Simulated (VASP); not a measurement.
Si3N4:

```
Si N
1.0
     7.60150    0.00000    0.00000
    -3.80075    6.58309    0.00000
     0.00000    0.00000    2.90610
Si N
6 8
Direct
  0.76797 0.17408 0.25000
  0.59389 0.76797 0.75000
  0.82592 0.59389 0.25000
  0.23203 0.82592 0.75000
  0.40611 0.23203 0.25000
  0.17408 0.40611 0.75000
  0.02995 0.32988 0.25000
  0.70007 0.02995 0.75000
  0.67012 0.70007 0.25000
  0.97005 0.67012 0.75000
  0.29993 0.97005 0.25000
  0.32988 0.29993 0.75000
  0.66667 0.33333 0.25000
  0.33333 0.66667 0.75000
```

Base run:

| Property | Result |
| --- | --- |
| Program | VASP 6.6.1 |
| Functional | PBE |
| Potentials or basis | VASP PAW PBE potentials, release 64 (Si, N) |
| Cutoff | 520 eV |
| k mesh | 4 × 4 × 10 |
| Occupations | fermi-dirac, width 0.02 eV |
| Spin | no spin polarisation |

Its results: band gap on the k mesh 4.33 eV (least direct gap 4.52 eV); pressure 5.4 GPa; largest force 0.014 eV/Å.

Q: The run is repeated on the same cell with these changes: functional from PBE to r2SCAN; further incar settings from ALGO = Normal; EDIFF = 1e-06; NBANDS = 45 to ALGO = Normal; EDIFF = 1e-08; NBANDS = 45. What comes out?

A: Band gap on the k mesh 4.99 eV (least direct gap 5.19 eV); pressure -0.1 GPa; largest force 0.036 eV/Å.

Caveats: the cell stands under pressure (at least some runs); the PAW data sets were made with another functional, which shifts forces and pressure a little (at least some runs).

A k mesh can miss the band edges.
